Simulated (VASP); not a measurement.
Set up this calculation in VASP 6.6.1, as the native input.

| Property | Result |
| --- | --- |
| Task | single point |
| Functional | PBEsol |
| Dispersion | D4 |
| Potentials or basis | VASP PAW PBE potentials, release 64 (C) |
| Cutoff | 600 eV |
| k mesh | 13 × 13 × 13 |
| Occupations | tetrahedron |
| Spin | no spin polarisation |
| Dipole correction | no |
| Further INCAR settings | ALGO = Normal; EDIFF = 1e-06; NBANDS = 11 |

The structure of C lies in POSCAR:

```
C
1.0
    0.0000000000      1.7728545843      1.7728545843
    1.7728545843      0.0000000000      1.7728545843
    1.7728545843      1.7728545843      0.0000000000
C
2
Direct
    0.2500000000      0.2500000000      0.2500000000
    0.0000000000      0.0000000000      0.0000000000
```

The input as run:

INCAR

```
PREC = Accurate
ENCUT = 600
EDIFF = 1E-6
ISMEAR = -5
SIGMA = 0.05
LREAL = False
LASPH = True
NELM = 120
ALGO = Normal
ISIF = 2
LWAVE = False
LCHARG = False
GGA = PS
IVDW = 13
NBANDS = 11
GGA_COMPAT = False
```

KPOINTS

```
regular mesh
0
Gamma
  13 13 13
```

Potentials or basis: VASP PAW PBE potentials, release 64 (C).

The run is started by

```bash
$ cat potpaw_PBE.64/C/POTCAR > POTCAR
$ mpirun -np 1 vasp_std > vasp.out
```

Results of the run:

- Pressure: 0.5 GPa
- Band gap on the k mesh: 4.05 eV, indirect (least direct gap 5.59 eV)
- Dispersion energy per atom: -0.121 eV

Caveat: the PAW data sets were made with another functional, which shifts forces and pressure a little.

It took 12 s on 1 thread of Intel(R) Xeon(R) Platinum 8259CL CPU @ 2.50GHz (Skylake/Cascade Lake), on a shared host, peak memory 0.12 GiB.
